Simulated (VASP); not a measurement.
Runs of VASP 6.6.1 on SnAs2. The structure is that of space group Fm-3m (No. 225), or close to it. The cells are those of the table. The cell was built from a structure type or drawn by symmetry, and may not be a known phase.

```tsv
task	cell	k mesh	cutoff (eV)	gap on the mesh (eV)	pressure (GPa)	relaxed volume (Å³/atom)
single point	a = 4.770 Å, angles 60.0°, 3 atoms	12 × 12 × 12	520	none	0.0	-
single point	a = 4.779 Å, angles 60.0°, 3 atoms	4 × 4 × 4	520	none	0.0	-
relaxation of cell and atoms	relaxed from a = 5.073 Å, angles 60.0°, 3 atoms	4 × 4 × 4	600	none	0.0	(a)
relaxation of cell and atoms	relaxed from a = 4.779 Å, angles 60.0°, 3 atoms	12 × 12 × 12	600	none	0.0	25.61
single point	a = 5.073 Å, angles 60.0°, 3 atoms	4 × 4 × 4	520	none	-6.6	-
```

Alike in all rows: level PBE; potentials or basis VASP PAW PBE potentials, release 64 (Sn_d, As); no spin polarisation; smearing gaussian 0.1 eV.

**Question.** Fill in the values left out.

**Answer.** (a) 25.73.

Caveats: some runs use coarse meshes; spin-orbit coupling is left out, which moves the levels of the heavy elements; the volume moved by over 15 % at a fixed basis, so the end points are rough (at least some runs).

A k mesh can miss the band edges, and the runs leave out spin-orbit coupling on As, Sn.

A gap of «none» marks levels without a gap at the run's occupations.
